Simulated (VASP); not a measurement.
TePb: single point with PBEsol

The system is TePb.

```
CELL_PARAMETERS angstrom
0.00000 6.53571 6.53571
6.53571 0.00000 6.53571
6.53571 6.53571 0.00000
ATOMIC_POSITIONS crystal
Te 0.23493 0.23799 0.26220
Te 0.23119 0.22619 0.76864
Te 0.26842 0.73567 0.22445
Te 0.22118 0.74009 0.76662
Te 0.74881 0.23454 0.26125
Te 0.76123 0.21876 0.76686
Te 0.75025 0.75693 0.25386
Te 0.79215 0.71672 0.76416
Pb 0.00613 0.97934 0.02370
Pb 0.99996 0.99255 0.50400
Pb 0.00724 0.48642 0.00406
Pb 0.99349 0.51526 0.47130
Pb 0.50438 0.01808 0.99481
Pb 0.48211 0.02197 0.50699
Pb 0.51239 0.52364 0.99047
Pb 0.49537 0.51489 0.49135
```

```
Program                : VASP 6.6.1
Task                   : single point
Functional             : PBEsol
Potentials or basis    : VASP PAW PBE potentials, release 64 (Te, Pb_d)
Cutoff                 : 520 eV
k mesh                 : 2 × 2 × 2
Occupations            : fermi-dirac, width 0.112 eV
Spin                   : no spin polarisation
Dipole correction      : no
Further INCAR settings : LREAL = Auto; ALGO = Normal; EDIFF = 1e-07; NBANDS = 94
```

```yaml
Pressure: -0.8 GPa
Largest_force: 1.095 eV/Å
Band_gap_on_the_k_mesh: 0.75 eV
```

Forces on the atoms (eV/Å):
```
Te  -0.180  0.650  0.223
Te   0.188  0.171  0.515
Te   0.787  0.681 -0.340
Te  -0.330  0.449  0.421
Te   0.156 -0.210 -0.214
Te  -0.143 -0.354  0.418
Te  -0.172 -0.276 -0.796
Te   0.098 -0.969 -0.442
Pb   0.079 -0.621  0.255
Pb   0.309 -0.079  0.190
Pb   0.148  0.169 -0.031
Pb   0.196  0.491 -0.009
Pb  -0.110 -0.269 -0.159
Pb  -0.275 -0.059 -0.004
Pb  -0.819 -0.049 -0.048
Pb   0.069  0.276  0.020
```

Stress tensor (GPa, compression positive):
```
-1.21 -0.11  0.10
-0.11 -0.56 -0.11
 0.10 -0.11 -0.52
```

Levels at points of the mesh, in eV from the valence-band top:
```csv
k point,band 77,band 78,band 79,band 80,band 81,band 82,band 83,band 84
"(0.00, 0.00, 0.00)",-0.21,-0.11,-0.07,0.00,0.75,0.81,0.84,0.88
"(0.50, 0.00, 0.00)",-0.93,-0.84,-0.71,-0.39,1.90,2.06,2.32,2.45
"(0.00, 0.50, 0.00)",-0.94,-0.79,-0.61,-0.50,1.96,2.05,2.24,2.33
"(0.00, 0.00, 0.50)",-0.96,-0.82,-0.58,-0.47,1.89,2.07,2.26,2.37
"(0.50, 0.50, 0.50)",-0.90,-0.88,-0.55,-0.53,1.96,2.03,2.37,2.40
"(0.50, 0.50, 0.00)",-0.54,-0.38,-0.26,-0.21,1.42,1.55,1.58,1.66
"(0.00, 0.50, 0.50)",-0.50,-0.44,-0.27,-0.25,1.45,1.51,1.64,1.68
"(0.50, 0.00, 0.50)",-0.56,-0.41,-0.25,-0.17,1.45,1.53,1.60,1.68
```

Run time: 8.6 min on 1 thread of AMD EPYC 9R45 96-Core Processor (Zen 5) (shared host), peak memory 0.78 GiB.

Caveat: the atoms stand as in a frame of molecular dynamics; the PAW data sets were made with another functional, which shifts forces and pressure a little; spin-orbit coupling is left out, which moves the levels of the heavy elements.
